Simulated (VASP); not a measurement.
A run of VASP 6.6.1:

The input INCAR:

```
SYSTEM = SiC
  PREC = Accurate
  ENCUT = 520
  EDIFF = 1E-7
  ISMEAR = 0
  SIGMA = 0.05
  LREAL = .FALSE.
  LASPH = .TRUE.
  NELM = 80
  ALGO = Normal
  ISIF = 2
  LWAVE = .FALSE.
  LCHARG = .FALSE.
  GGA = PS
  NBANDS = 11
```

Contents of KPOINTS:

```
regular mesh
0
G
  12 12 12
  0 0 0
```

POSCAR

```
SiC
1.0
    0.0000000000      2.3025816842      2.3025816842
    2.3025816842      0.0000000000      2.3025816842
    2.1843824911      2.1843824911      0.1181991931
Si C
1 1
Direct
    0.0000000000      0.0000000000      0.0000000000
    0.7500000000      0.7500000000      0.7500000000
```

Potentials or basis: VASP PAW PBE potentials, release 64 (Si, C).

Command:

```bash
$ cat potpaw_PBE.64/Si/POTCAR potpaw_PBE.64/C/POTCAR > POTCAR
$ mpirun -np 1 vasp_std > vasp.out
```

Hardware: 1 thread of Intel Xeon 6975P-C (shared host).

Problem. Estimate the wall time of this run.

Solution. Run time: 56 s on 1 thread of Intel Xeon 6975P-C (shared host), peak memory 0.16 GiB. Counts: scf iterations 13, k points 189.
